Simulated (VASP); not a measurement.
# MnS (F-43m) in VASP: a series of runs

The runs below take MnS through relaxation of cell and atoms, single point, with PBE, PBEsol+D3(BJ), RPBE+D4.

Everything below comes from runs of VASP 6.6.1. Logs are shortened: lines on timing, memory, paths and dates and some standing lists are left out, and cuts for length are marked.

## (1) The cell of the first run

Symmetry: F-43m, No. 216, cubic system. Conventional cell: a = 4.947 Å, b = 4.947 Å, c = 4.947 Å, α = 90.00°, β = 90.00°, γ = 90.00°. Mn (site symmetry -43m) has 4 S at 2.14 Å within 2.8 Å. S (site symmetry -43m) has 4 Mn at 2.14 Å within 2.8 Å.

## (2) Relaxation of cell and atoms, PBE, collinear spin, ferromagnetic start

Contents of INCAR:

```
PREC     = Accurate       # precision mode
ENCUT    = 600            # plane-wave cutoff, eV
EDIFF    = 1E-6           # SCF threshold, eV
ISMEAR   = -1             # smearing method
SIGMA    = 0.05           # smearing width, eV
LREAL    = False          # projectors in reciprocal space
LASPH    = True           # aspherical terms in the spheres
NELM     = 150            # most SCF steps
ALGO     = Normal         # electronic algorithm
ISIF     = 3              # what is computed and relaxed
LWAVE    = False          # write WAVECAR
LCHARG   = False          # write CHGCAR
ISPIN    = 2              # spin polarisation
MAGMOM   = 4 0            # initial moments
LORBIT   = 11             # projections on sites
LMAXMIX  = 4              # l up to which the mixer works
GGA      = PE             # functional
IBRION   = 2              # ionic algorithm
NSW      = 80             # ionic steps
EDIFFG   = -0.01          # ionic threshold
```

Contents of KPOINTS:

```
regular mesh
0
Gamma
  9 9 9
```

Contents of POSCAR:

```
MnS
1.0
    0.0000000000      2.4734634191      2.4734634191
    2.4734634191      0.0000000000      2.4734634191
    2.4734634191      2.4734634191      0.0000000000
Mn S
1 1
Direct
    0.0000000000      0.0000000000      0.0000000000
    0.7500000000      0.7500000000      0.7500000000
```

Potentials or basis: VASP PAW PBE potentials, release 64 (Mn_pv, S).

Launch:

```sh
cat potpaw_PBE.64/Mn_pv/POTCAR potpaw_PBE.64/S/POTCAR > POTCAR
mpirun -np 1 vasp_std > vasp.out
```

OUTCAR:

```text
PREC = Accurate
   ENCUT = 600
   EDIFF = 1E-6
   ISMEAR = -1
   LREAL = False
   LASPH = True
   NELM = 150
   ISIF = 3
   ISPIN = 2
   LORBIT = 11
   GGA = PE
   IBRION = 2
   NSW = 80
   EDIFFG = -0.01

 ion  position               nearest neighbor table
   1  0.000  0.000  0.000-   2 2.14   2 2.14   2 2.14   2 2.14
   2  0.750  0.750  0.750-   1 2.14   1 2.14   1 2.14   1 2.14

  LATTYP: Found a face centered cubic cell.
 ALAT       =     4.9469268382

  Lattice vectors:

 A1 = (   0.0000000000,   2.4734634191,   2.4734634191)
 A2 = (   2.4734634191,   0.0000000000,   2.4734634191)
 A3 = (   2.4734634191,   2.4734634191,   0.0000000000)

Analysis of symmetry for initial positions (statically):
=====================================================================
 Subroutine PRICEL returns:
 Original cell was already a primitive cell.

 Routine SETGRP: Setting up the symmetry group for a
 face centered cubic supercell.

 Subroutine GETGRP returns: Found 24 space group operations
 (whereof 24 operations were pure point group operations)
 out of a pool of 48 trial point group operations.

The static configuration has the point symmetry T_d .

Analysis of symmetry for dynamics (positions and initial velocities):
=====================================================================
 Subroutine PRICEL returns:
 Original cell was already a primitive cell.

 Routine SETGRP: Setting up the symmetry group for a
 face centered cubic supercell.

 Subroutine GETGRP returns: Found 24 space group operations
 (whereof 24 operations were pure point group operations)
 out of a pool of 48 trial point group operations.

The dynamic configuration has the point symmetry T_d .

Analysis of structural, dynamic, and magnetic symmetry:
=====================================================================
 Subroutine PRICEL returns:
 Original cell was already a primitive cell.

 Routine SETGRP: Setting up the symmetry group for a
 face centered cubic supercell.

 Subroutine GETGRP returns: Found 24 space group operations
 (whereof 24 operations were pure point group operations)
 out of a pool of 48 trial point group operations.

The overall configuration has the point symmetry T_d .

 Subroutine INISYM returns: Found 24 space group operations
 (whereof 24 operations are pure point group operations),
 and found     1 'primitive' translations

----------------------------------------------------------------------------------------

                                     Primitive cell

  volume of cell :      30.2654

  direct lattice vectors                    reciprocal lattice vectors
     0.000000000  2.473463419  2.473463419    -0.202145702  0.202145702  0.202145702
     2.473463419  0.000000000  2.473463419     0.202145702 -0.202145702  0.202145702
     2.473463419  2.473463419  0.000000000     0.202145702  0.202145702 -0.202145702

  length of vectors
     3.498005513  3.498005513  3.498005513     0.350126627  0.350126627  0.350126627

  position of ions in fractional coordinates (direct lattice)
     0.000000000  0.000000000  0.000000000
     0.750000000  0.750000000  0.750000000

  ion indices of the primitive-cell ions
   primitive index   ion index
                 1           1
                 2           2

----------------------------------------------------------------------------------------

 KPOINTS: regular mesh

Automatic generation of k-mesh.
 Grid dimensions read from file:
 generate k-points for:    9    9    9

 Generating k-lattice:

  Cartesian coordinates                     Fractional coordinates (reciprocal lattice)
    -0.022460634  0.022460634  0.022460634     0.111111111  0.000000000  0.000000000
     0.022460634 -0.022460634  0.022460634     0.000000000  0.111111111  0.000000000
     0.022460634  0.022460634 -0.022460634     0.000000000  0.000000000  0.111111111

  Length of vectors
     0.038902959  0.038902959  0.038902959

  Shift w.r.t. Gamma in fractional coordinates (k-lattice)
     0.000000000  0.000000000  0.000000000

 Subroutine IBZKPT returns following result:
 ===========================================

 Found     35 irreducible k-points:

 Following reciprocal coordinates:
            Coordinates               Weight
  0.000000  0.000000  0.000000      1.000000
  0.111111  0.000000  0.000000      8.000000
  0.222222  0.000000  0.000000      8.000000
  0.333333  0.000000  0.000000      8.000000
  0.444444  0.000000  0.000000      8.000000
  0.111111  0.111111  0.000000      6.000000
[... 16 lines left out ...]
 -0.333333  0.333333  0.000000     12.000000
  0.444444  0.444444  0.000000      6.000000
 [... further k-points ...]
   k-points           NKPTS =     35   k-points in BZ     NKDIM =     35   number of bands    NBANDS=     15
   number of dos      NEDOS =    301   number of ions     NIONS =      2
   total plane-waves  NPLWV =  21952
   dimension x,y,z NGX =    28 NGY =   28 NGZ =   28
   dimension x,y,z NGXF=    56 NGYF=   56 NGZF=   56
   ions per type =               1   1
   NGX,Y,Z   is equivalent  to a cutoff of  13.31, 13.31, 13.31 a.u.
   NGXF,Y,Z  is equivalent  to a cutoff of  26.61, 26.61, 26.61 a.u.
 SYSTEM =  unknown system
   PREC   = accura    normal or accurate (medium, high low for compatibility)
   ISTART =      0    job   : 0-new  1-cont  2-samecut
   ICHARG =      2    charge: 1-file 2-atom 10-const
   ISPIN  =      2    spin polarized calculation?
   LNONCOLLINEAR =      F non collinear calculations
   LSORBIT =      F    spin-orbit coupling
   LASPH  =      T    aspherical Exc in radial PAW
   ENCUT  =  600.0 eV  44.10 Ry    6.64 a.u.   6.99  6.99  6.99*2*pi/ulx,y,z
   NELM   =    150;   NELMIN=  2; NELMDL= -5     # of ELM steps
   EDIFF  = 0.1E-05   stopping-criterion for ELM
   LREAL  =      F    real-space projection
   EDIFFG = -.1E-01   stopping-criterion for IOM
   NSW    =     80    number of steps for IOM
   IBRION =      2    ionic relax: 0-MD 1-quasi-New 2-CG
   NFREE  =      1    steps in history (QN), initial steepest desc. (CG)
   ISIF   =      3    stress and relaxation
   ISYM   =      2    0-nonsym 1-usesym 2-fastsym
   POTIM  = 0.5000    time-step for ionic-motion
   TEBEG  =    0.0;   TEEND  =   0.0 temperature during run
   PSTRESS=    0.0 pullay stress
   NELECT =      19.0000    total number of electrons
   NUPDOWN=      -1.0000    fix difference up-down
   EMIN   =  10.00;   EMAX   =-10.00  energy-range for DOS
   EFERMI =   0.00;   METHOD = LEGACY
   ISMEAR =    -1;   SIGMA  =   0.05  broadening in eV -4-tet -1-fermi 0-gaus
   EFERMI_NEDOS =   21; number of points for ismear=-14 and -15
   IALGO  =     38    algorithm
   IMIX   =      4    mixing-type and parameters
     AMIX     =   0.40;   BMIX     =  1.00
     AMIX_MAG =   1.60;   BMIX_MAG =  1.00
  volume/ion in A,a.u.               =      15.13       102.12
  Fermi-wavevector in a.u.,A,eV,Ry     =   1.401771  2.648964 26.734947  1.964963
  Thomas-Fermi vector in A             =   2.524600
   LORBIT       =     11    0 simple, 1 ext, 2 COOP (PROOUT), +10 PAW based schemes
   GGA     = PE    functional components
   LHFCALC =     F    Hartree Fock is set to
   AEXX    =    0.0000 exact exchange contribution
   IVDW    =     0    specifies the selected vdW correction
   LEPSILON=     F    determine dielectric tensor
   LRPA    =     F    only Hartree local field effects (RPA)
 conjugate gradient relaxation of ions
 spin polarized calculation
  energy-cutoff  :      600.00
  volume of cell :       30.27
 maximum number of plane-waves:      1022
   NGX = 13   NGY = 13   NGZ = 13

--------------------------------------- Ionic step        1  -------------------------------------------

 number of electron      18.9999987 magnetization       0.1997963

 number of electron      18.9999987 magnetization      -0.2191270

 Free energy of the ion-electron system (eV)
  ---------------------------------------------------
  ext. energy  EPLUGINS =         0.00000000
  ---------------------------------------------------
  free energy    TOTEN  =       -13.67758930 eV

  energy without entropy =      -13.65773084  energy(sigma->0) =      -13.66766007

------------------------ aborting loop because EDIFF is reached ----------------------------------------

  FORCE on cell =-STRESS in cart. coord.  units (eV):
  Direction    XX          YY          ZZ          XY          YZ          ZX
  --------------------------------------------------------------------------------------
  -------------------------------------------------------------------------------------
  Total        0.5590042      0.5590042      0.5590042      0.0000000      0.0000000      0.0000000
  in kB       29.5923322     29.5923322     29.5923322      0.0000000      0.0000000      0.0000000
  external PRESSURE =      29.5923322 kB  Pullay stress =       0.0000000 kB
[... 57 lines left out ...]
  energy  without entropy=      -13.6590910670  energy(sigma->0) =      -13.66933103

--------------------------------------- Ionic step        3  -------------------------------------------

 number of electron      18.9999993 magnetization      -0.2363462

 Free energy of the ion-electron system (eV)
  ---------------------------------------------------
  ext. energy  EPLUGINS =         0.00000000
  ---------------------------------------------------
  free energy    TOTEN  =       -13.68379092 eV

  energy without entropy =      -13.66362885  energy(sigma->0) =      -13.67370989

 E-fermi :   7.1974     XC(G=0): -11.1285

 val. band max:        7.1871379932   @ k =  -0.4444   0.3333   0.1111
 cond. band min:       7.2009710815   @ k =  -0.3333   0.3333   0.0000
 fundamental gap:      0.0138330883
 Fermi energy:         7.1973801220

 spin component 1

 k-point     1 :       0.0000    0.0000    0.0000
  band No.  band energies     occupation
      1     -40.4064      1.00000
      2     -40.4064      1.00000
      3     -40.4064      1.00000
      4      -8.0003      1.00000
      5       2.5887      1.00000
      6       2.5887      1.00000
      7       2.5887      1.00000
      8       6.5925      0.99999
      9       6.5925      0.99999
     10      10.7977      0.00000
     11      10.7977      0.00000
     12      10.7978      0.00000
     13      10.8680      0.00000
     14      15.0687      0.00000
     15      15.0687      0.00000
[... 399 lines left out ...]
      1     -40.4291      1.00000
      2     -40.4150      1.00000
      3     -40.4150      1.00000
      4      -6.4210      1.00000
      5       0.6586      1.00000
      6       3.1550      1.00000
      7       3.1550      1.00000
      8       5.5904      1.00000
      9       7.2224      0.37735
     10       7.3047      0.10460
     11       7.5967      0.00034
     12       7.5967      0.00034
     13      12.6066      0.00000
     14      14.0523      0.00000
     15      20.2872      0.00000

 [... further k-points ...]

 spin component 2

 k-point     1 :       0.0000    0.0000    0.0000
  band No.  band energies     occupation
      1     -40.6321      1.00000
      2     -40.6321      1.00000
      3     -40.6321      1.00000
      4      -8.0071      1.00000
      5       2.5394      1.00000
      6       2.5394      1.00000
      7       2.5394      1.00000
      8       6.3103      1.00000
      9       6.3103      1.00000
     10      10.7187      0.00000
     11      10.7187      0.00000
     12      10.7187      0.00000
     13      10.8391      0.00000
     14      15.0153      0.00000
     15      15.0153      0.00000
[... 443 lines left out ...]
  FREE ENERGIE OF THE ION-ELECTRON SYSTEM (eV)
  ---------------------------------------------------
  free  energy   TOTEN  =       -13.6837909216 eV

  energy  without entropy=      -13.6636288488  energy(sigma->0) =      -13.67370989

 reached required accuracy - stopping structural energy minimisation

 total charge

# of ion       s       p       d       tot
------------------------------------------
    1        0.344   6.301   5.341  11.986
    2        1.321   2.417   0.000   3.738
--------------------------------------------------
tot          1.665   8.718   5.341  15.723

 magnetization (x)

# of ion       s       p       d       tot
------------------------------------------
    1       -0.007  -0.004  -0.218  -0.229
    2        0.001   0.005   0.000   0.006
--------------------------------------------------
tot         -0.006   0.001  -0.218  -0.223
```

Wall time 66 s (1 thread of Intel Xeon 6975P-C (Granite Rapids), shared host); peak memory 0.19 GiB.

Results:

- Free energy: -13.6838 eV
- Relaxed volume: 15.47 Å³/atom
- Relaxed cell: a = 3.524 Å, b = 3.524 Å, c = 3.524 Å, α = 60.00°, β = 60.00°, γ = 60.00°
- Space group after relaxing (to 0.05 Å): F-43m (No. 216)
- Energy gained by relaxing: 3.1 meV/atom
- Ionic steps: 3
- Pressure after relaxing: 0.0 GPa
- Net moment: -0.24 μB per cell
- Site moments: Mn -0.23; S +0.01 μB
- Valence electrons inside the program's atomic spheres: Mn 11.99; S 3.74

The path:
```tsv
step	energy change (eV)	largest force (eV/Å)	pressure (GPa)	volume (Å³)
1	0.0000	0.0000	2.96	30.27
2	-0.0020	0.0000	-2.23	31.51
3	-0.0062	0.0000	-0.01	30.94
```

Final structure:
```
Mn S
1.0
     0.00000    2.49160    2.49160
     2.49160    0.00000    2.49160
     2.49160    2.49160    0.00000
Mn S
1 1
Direct
  0.00000 0.00000 0.00000
  0.75000 0.75000 0.75000
```

Levels at points of the mesh, in eV from the Fermi level:
Spin up:
| k point | band 7 | band 8 | band 9 | band 10 | band 11 | band 12 |
| --- | --- | --- | --- | --- | --- | --- |
| (0.00, 0.00, 0.00) | -4.61 | -0.60 | -0.60 | 3.60 | 3.60 | 3.60 |
Spin down:
```
           k point  band 8  band 9  band 10  band 11  band 12  band 13
(0.00, 0.00, 0.00)   -0.89   -0.89     3.52     3.52     3.52     3.64
```

Caveat: the moment fell far below its start of 4 μB, so a state of higher moment may lie lower in energy; semilocal functionals often make such compounds metallic where correlation or magnetic order opens a gap, which also shifts bond lengths.

## (3) Single point, PBEsol+D3(BJ), collinear spin, ferromagnetic start

This run uses another cell than the first one, of 14.38 Å³/atom, 0.950 times its volume.

Contents of INCAR:

```
SYSTEM = MnS
PREC = Accurate ; ENCUT = 520
EDIFF = 1E-6 ; ISMEAR = -1
SIGMA = 0.05 ; LREAL = .FALSE.
LASPH = .TRUE. ; NELM = 150
ALGO = Normal ; ISIF = 2
LWAVE = .FALSE. ; LCHARG = .FALSE.
ISPIN = 2 ; MAGMOM = 4 0
LORBIT = 11 ; LMAXMIX = 4
GGA = PS ; IVDW = 12
NBANDS = 20
```

Contents of KPOINTS:

```
regular mesh
0
G
  9 9 9
  0 0 0
```

Contents of POSCAR:

```
MnS
1.0
    0.0000000000      2.4314764176      2.4314764176
    2.4314764176      0.0000000000      2.4314764176
    2.4314764176      2.4314764176      0.0000000000
Mn S
1 1
Direct
    0.0000000000      0.0000000000      0.0000000000
    0.7500000000      0.7500000000      0.7500000000
```

Potentials or basis: VASP PAW PBE potentials, release 64 (Mn_pv, S).

Launch:

```sh
cat potpaw_PBE.64/Mn_pv/POTCAR potpaw_PBE.64/S/POTCAR > POTCAR
mpirun -np 1 vasp_std > vasp.out
```

Wall time 49 s (1 thread of Intel Xeon 6975P-C, shared host); peak memory 0.2 GiB.

Results (log left out):

| Property | Result |
| --- | --- |
| Free energy | -15.6405 eV |
| Pressure | 0.2 GPa |
| Net moment | 0.16 μB per cell |
| Site moments | Mn +0.15; S -0.00 μB |
| Valence electrons inside the program's atomic spheres | Mn 12.16; S 3.74 |
| Dispersion energy per atom | -0.438 eV |

Levels at points of the mesh, in eV from the Fermi level:
Spin up:
| k point | band 7 | band 8 | band 9 | band 10 | band 11 | band 12 |
| --- | --- | --- | --- | --- | --- | --- |
| (0.00, 0.00, 0.00) | -4.89 | -0.89 | -0.89 | 3.99 | 3.99 | 3.99 |
Spin down:
```tsv
k point	band 5	band 6	band 7	band 8	band 9	band 10	band 11	band 12	band 13	band 14
(0.00, 0.00, 0.00)	-4.85	-4.85	-4.85	-0.72	-0.72	4.04	4.05	4.05	4.05	8.12
```

Caveat: the PAW data sets were made with another functional, which shifts forces and pressure a little; the moment fell far below its start of 4 μB, so a state of higher moment may lie lower in energy; semilocal functionals often make such compounds metallic where correlation or magnetic order opens a gap, which also shifts bond lengths; pairwise dispersion overbinds metals, which lowers pressure and volume. With open d or f shells a metallic result of PBEsol can be an artefact of self-interaction; +U or a hybrid may open a gap.

(Part 1 of 2 ends here.)
